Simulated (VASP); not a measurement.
# Ge (Fm-3m) in VASP: a series of runs

Runs on Ge. Level: PBEsol. Tasks: relaxation of cell and atoms, single point.

Everything below comes from runs of VASP 6.6.1. Logs are shortened: lines on timing, memory, paths and dates and some standing lists are left out, and cuts for length are marked.

## (1) The cell of the first run

It takes space group Fm-3m (No. 225, cubic). The conventional cell has a = 4.253 Å, b = 4.253 Å, c = 4.253 Å, α = 90.00°, β = 90.00°, γ = 90.00°. Within 4.0 Å of Ge (site symmetry m-3m) lie 12 Ge at 3.01 Å.

## (2) Relaxation of cell and atoms, PBEsol

INCAR

```
PREC = Accurate ; ENCUT = 600
EDIFF = 1E-7 ; ISMEAR = -1
SIGMA = 0.1 ; LREAL = False
LASPH = True ; NELM = 100
ALGO = Normal ; ISIF = 3
LWAVE = False ; LCHARG = False
GGA = PS ; IBRION = 2
NSW = 80 ; EDIFFG = -0.01
```

KPOINTS

```
regular mesh
0
Gamma
  13 13 13
```

POSCAR

```
Ge
1.0
    0.0000000000      2.1267354152      2.1267354152
    2.1267354152      0.0000000000      2.1267354152
    2.1267354152      2.1267354152      0.0000000000
Ge
1
Direct
    0.0000000000      0.0000000000      0.0000000000
```

Potentials or basis: VASP PAW PBE potentials, release 64 (Ge_d).

On the command line:

```bash
cat potpaw_PBE.64/Ge_d/POTCAR > POTCAR
mpirun -np 1 vasp_std > vasp.out
```

OUTCAR:

```text
PREC = Accurate
   ENCUT = 600
   EDIFF = 1E-7
   ISMEAR = -1
   LREAL = False
   LASPH = True
   NELM = 100
   ISIF = 3
   GGA = PS
   IBRION = 2
   NSW = 80
   EDIFFG = -0.01

 ion  position               nearest neighbor table
   1  0.000  0.000  0.000-

  LATTYP: Found a face centered cubic cell.
 ALAT       =     4.2534708304

  Lattice vectors:

 A1 = (   0.0000000000,   2.1267354152,   2.1267354152)
 A2 = (   2.1267354152,   0.0000000000,   2.1267354152)
 A3 = (   2.1267354152,   2.1267354152,   0.0000000000)

Analysis of symmetry for initial positions (statically):
=====================================================================
 Subroutine PRICEL returns:
 Original cell was already a primitive cell.

 Routine SETGRP: Setting up the symmetry group for a
 face centered cubic supercell.

 Subroutine GETGRP returns: Found 48 space group operations
 (whereof 48 operations were pure point group operations)
 out of a pool of 48 trial point group operations.

The static configuration has the point symmetry O_h .

Analysis of symmetry for dynamics (positions and initial velocities):
=====================================================================
 Subroutine PRICEL returns:
 Original cell was already a primitive cell.

 Routine SETGRP: Setting up the symmetry group for a
 face centered cubic supercell.

 Subroutine GETGRP returns: Found 48 space group operations
 (whereof 48 operations were pure point group operations)
 out of a pool of 48 trial point group operations.

The dynamic configuration has the point symmetry O_h .

 Subroutine INISYM returns: Found 48 space group operations
 (whereof 48 operations are pure point group operations),
 and found     1 'primitive' translations

----------------------------------------------------------------------------------------

                                     Primitive cell

  volume of cell :      19.2385

  direct lattice vectors                    reciprocal lattice vectors
     0.000000000  2.126735415  2.126735415    -0.235102118  0.235102118  0.235102118
     2.126735415  0.000000000  2.126735415     0.235102118 -0.235102118  0.235102118
     2.126735415  2.126735415  0.000000000     0.235102118  0.235102118 -0.235102118

  length of vectors
     3.007658068  3.007658068  3.007658068     0.407208813  0.407208813  0.407208813

  position of ions in fractional coordinates (direct lattice)
     0.000000000  0.000000000  0.000000000

  ion indices of the primitive-cell ions
   primitive index   ion index
                 1           1

----------------------------------------------------------------------------------------

 KPOINTS: regular mesh

Automatic generation of k-mesh.
 Grid dimensions read from file:
 generate k-points for:   13   13   13

 Generating k-lattice:

  Cartesian coordinates                     Fractional coordinates (reciprocal lattice)
    -0.018084778  0.018084778  0.018084778     0.076923077  0.000000000  0.000000000
     0.018084778 -0.018084778  0.018084778     0.000000000  0.076923077  0.000000000
     0.018084778  0.018084778 -0.018084778     0.000000000  0.000000000  0.076923077

  Length of vectors
     0.031323755  0.031323755  0.031323755

  Shift w.r.t. Gamma in fractional coordinates (k-lattice)
     0.000000000  0.000000000  0.000000000

 Subroutine IBZKPT returns following result:
 ===========================================

 Found     84 irreducible k-points:

 Following reciprocal coordinates:
            Coordinates               Weight
  0.000000  0.000000  0.000000      1.000000
  0.076923  0.000000  0.000000      8.000000
  0.153846  0.000000  0.000000      8.000000
  0.230769  0.000000  0.000000      8.000000
  0.307692  0.000000  0.000000      8.000000
  0.384615  0.000000  0.000000      8.000000
[... 16 lines left out ...]
  0.384615  0.153846  0.000000     24.000000
  0.461538  0.153846  0.000000     24.000000
 [... further k-points ...]
   k-points           NKPTS =     84   k-points in BZ     NKDIM =     84   number of bands    NBANDS=     11
   number of dos      NEDOS =    301   number of ions     NIONS =      1
   total plane-waves  NPLWV =  13824
   dimension x,y,z NGX =    24 NGY =   24 NGZ =   24
   dimension x,y,z NGXF=    48 NGYF=   48 NGZF=   48
   ions per type =               1
   NGX,Y,Z   is equivalent  to a cutoff of  13.27, 13.27, 13.27 a.u.
   NGXF,Y,Z  is equivalent  to a cutoff of  26.53, 26.53, 26.53 a.u.
 SYSTEM =  unknown system
   PREC   = accura    normal or accurate (medium, high low for compatibility)
   ISTART =      0    job   : 0-new  1-cont  2-samecut
   ICHARG =      2    charge: 1-file 2-atom 10-const
   ISPIN  =      1    spin polarized calculation?
   LNONCOLLINEAR =      F non collinear calculations
   LSORBIT =      F    spin-orbit coupling
   LASPH  =      T    aspherical Exc in radial PAW
   ENCUT  =  600.0 eV  44.10 Ry    6.64 a.u.   6.01  6.01  6.01*2*pi/ulx,y,z
   NELM   =    100;   NELMIN=  2; NELMDL= -5     # of ELM steps
   EDIFF  = 0.1E-06   stopping-criterion for ELM
   LREAL  =      F    real-space projection
   EDIFFG = -.1E-01   stopping-criterion for IOM
   NSW    =     80    number of steps for IOM
   IBRION =      2    ionic relax: 0-MD 1-quasi-New 2-CG
   NFREE  =      1    steps in history (QN), initial steepest desc. (CG)
   ISIF   =      3    stress and relaxation
   ISYM   =      2    0-nonsym 1-usesym 2-fastsym
   POTIM  = 0.5000    time-step for ionic-motion
   TEBEG  =    0.0;   TEEND  =   0.0 temperature during run
   PSTRESS=    0.0 pullay stress
   NELECT =      14.0000    total number of electrons
   NUPDOWN=      -1.0000    fix difference up-down
   EMIN   =  10.00;   EMAX   =-10.00  energy-range for DOS
   EFERMI =   0.00;   METHOD = LEGACY
   ISMEAR =    -1;   SIGMA  =   0.10  broadening in eV -4-tet -1-fermi 0-gaus
   EFERMI_NEDOS =   21; number of points for ismear=-14 and -15
   IALGO  =     38    algorithm
   IMIX   =      4    mixing-type and parameters
     AMIX     =   0.40;   BMIX     =  1.00
     AMIX_MAG =   1.60;   BMIX_MAG =  1.00
  volume/ion in A,a.u.               =      19.24       129.83
  Fermi-wavevector in a.u.,A,eV,Ry     =   1.472518  2.782656 29.501652  2.168310
  Thomas-Fermi vector in A             =   2.587523
   LORBIT       =      0    0 simple, 1 ext, 2 COOP (PROOUT), +10 PAW based schemes
   GGA     = PS    functional components
   LHFCALC =     F    Hartree Fock is set to
   AEXX    =    0.0000 exact exchange contribution
   IVDW    =     0    specifies the selected vdW correction
   LEPSILON=     F    determine dielectric tensor
   LRPA    =     F    only Hartree local field effects (RPA)
 conjugate gradient relaxation of ions
 non-spin polarized calculation
  energy-cutoff  :      600.00
  volume of cell :       19.24
 maximum number of plane-waves:       654
   NGX = 13   NGY = 13   NGZ = 13

--------------------------------------- Ionic step        1  -------------------------------------------

 number of electron      14.0000009 magnetization

 Free energy of the ion-electron system (eV)
  ---------------------------------------------------
  ext. energy  EPLUGINS =         0.00000000
  ---------------------------------------------------
  free energy    TOTEN  =        -4.65647776 eV

  energy without entropy =       -4.64111800  energy(sigma->0) =       -4.64879788

------------------------ aborting loop because EDIFF is reached ----------------------------------------

  FORCE on cell =-STRESS in cart. coord.  units (eV):
  Direction    XX          YY          ZZ          XY          YZ          ZX
  --------------------------------------------------------------------------------------
  -------------------------------------------------------------------------------------
  Total       -0.2919837     -0.2919837     -0.2919837     -0.0000000      0.0000000      0.0000000
  in kB      -24.3163733    -24.3163733    -24.3163733     -0.0000000      0.0000000      0.0000000
  external PRESSURE =     -24.3163733 kB  Pullay stress =       0.0000000 kB
[... 90 lines left out ...]
  energy  without entropy=       -4.6470618961  energy(sigma->0) =       -4.65451974

--------------------------------------- Ionic step        4  -------------------------------------------

 number of electron      13.9999992 magnetization

 Free energy of the ion-electron system (eV)
  ---------------------------------------------------
  ext. energy  EPLUGINS =         0.00000000
  ---------------------------------------------------
  free energy    TOTEN  =        -4.66197683 eV

  energy without entropy =       -4.64703578  energy(sigma->0) =       -4.65450631

 E-fermi :   6.9284     XC(G=0): -11.5217

 val. band max:        6.9224898858   @ k =   0.3846   0.2308   0.0000
 cond. band min:       6.9496449620   @ k =   0.4615   0.3077   0.1538
 fundamental gap:      0.0271550762
 Fermi energy:         6.9283895244

 k-point     1 :       0.0000    0.0000    0.0000
  band No.  band energies     occupation
      1     -17.8049      2.00000
      2     -17.8049      2.00000
      3     -17.8049      2.00000
      4     -17.7520      2.00000
      5     -17.7520      2.00000
      6      -6.4842      2.00000
      7      15.9919      0.00000
      8      15.9920      0.00000
      9      15.9920      0.00000
     10      21.0382      0.00000
     11      21.0382      0.00000
[... 309 lines left out ...]
 k-point    24 :       0.4615    0.1538    0.0000
  band No.  band energies     occupation
      1     -17.8152      2.00000
      2     -17.7895      2.00000
      3     -17.7770      2.00000
      4     -17.7289      2.00000
      5     -17.7006      2.00000
      6      -1.8051      2.00000
      7       3.3375      2.00000
      8      10.9926      0.00000
      9      12.1975      0.00000
     10      16.4029      0.00000
     11      22.3016      0.00000

 [... further k-points ...]
[... 5 lines left out ...]
  --------------------------------------------------------------------------------------
  -------------------------------------------------------------------------------------
  Total       -0.0048467     -0.0048467     -0.0048467      0.0000000     -0.0000000      0.0000000
  in kB       -0.4186080     -0.4186080     -0.4186080      0.0000000     -0.0000000      0.0000000
  external PRESSURE =      -0.4186080 kB  Pullay stress =       0.0000000 kB
[... 16 lines left out ...]
  FREE ENERGIE OF THE ION-ELECTRON SYSTEM (eV)
  ---------------------------------------------------
  free  energy   TOTEN  =        -4.6619768315 eV

  energy  without entropy=       -4.6470357846  energy(sigma->0) =       -4.65450631

 reached required accuracy - stopping structural energy minimisation
```

Wall time 13 s (1 thread of Intel Xeon 6975P-C (Granite Rapids), shared host); peak memory 0.15 GiB.

Results:

- Free energy: -4.6620 eV
- Relaxed volume: 18.55 Å³/atom
- Relaxed cell: a = 2.971 Å, b = 2.971 Å, c = 2.971 Å, α = 60.00°, β = 60.00°, γ = 60.00°
- Space group after relaxing (to 0.05 Å): Fm-3m (No. 225)
- Energy gained by relaxing: 5.5 meV/atom
- Ionic steps: 4
- Pressure after relaxing: 0.0 GPa
- Band gap on the k mesh: zero (band 7 reaches 15.99 eV, above the bottom of band 8 at 4.46 eV)

The path:
```csv
step,energy change (eV),largest force (eV/Å),pressure (GPa),volume (Å³)
1,0.0000,0.0000,-2.43,19.24
2,-0.0054,0.0000,0.29,18.44
3,-0.0055,0.0000,0.11,18.52
4,-0.0055,0.0000,-0.04,18.55
```

Final structure:
```yaml
crystal:
  lattice:
    - [0.00000, 2.10107, 2.10107]
    - [2.10107, 0.00000, 2.10107]
    - [2.10107, 2.10107, 0.00000]
  atoms:
    - { symbol: Ge, position: [0.00000, 0.00000, 0.00000] }
```

Levels at points of the mesh, in eV from the Fermi level:
```tsv
k point	band 3	band 4	band 5	band 6	band 7	band 8	band 9	band 10	band 11
(0.00, 0.00, 0.00)	-24.73	-24.68	-24.68	-13.41	9.06	9.06	9.06	14.11	14.11
```

Caveat: the PAW data sets were made with another functional, which shifts forces and pressure a little.

## (3) Single point, PBEsol

This run uses another cell than the first one, of 18.51 Å³/atom, 0.962 times its volume.

INCAR

```
PREC = Accurate
ENCUT = 520
EDIFF = 1E-6
ISMEAR = -1
SIGMA = 0.1
LREAL = F
LASPH = T
NELM = 80
ALGO = Normal
ISIF = 2
LWAVE = F
LCHARG = F
GGA = PS
NBANDS = 13
```

KPOINTS

```
regular mesh
0
Gamma
  21 21 21
```

POSCAR

```
Ge
1.0
    0.0000000000      2.0996933643      2.0996933643
    2.0996933643      0.0000000000      2.0996933643
    2.0996933643      2.0996933643      0.0000000000
Ge
1
Direct
    0.0000000000      0.0000000000      0.0000000000
```

Potentials or basis: VASP PAW PBE potentials, release 64 (Ge_d).

On the command line:

```bash
cat potpaw_PBE.64/Ge_d/POTCAR > POTCAR
mpirun -np 1 vasp_std > vasp.out
```

Run time: 15 s. Hardware: 1 thread of Intel Xeon 6975P-C (Granite Rapids), shared host; peak memory 0.19 GiB.

The run converged. Its results:

* Free energy: -4.6629 eV
* Pressure: 0.2 GPa
* Band gap on the k mesh: zero (band 7 reaches 16.03 eV, above the bottom of band 8 at 4.48 eV)

Levels at points of the mesh, in eV from the Fermi level:
```tsv
k point	band 4	band 5	band 6	band 7	band 8	band 9	band 10	band 11
(0.00, 0.00, 0.00)	-24.67	-24.67	-13.42	9.09	9.09	9.09	14.13	14.13
```

Caveat: the PAW data sets were made with another functional, which shifts forces and pressure a little.
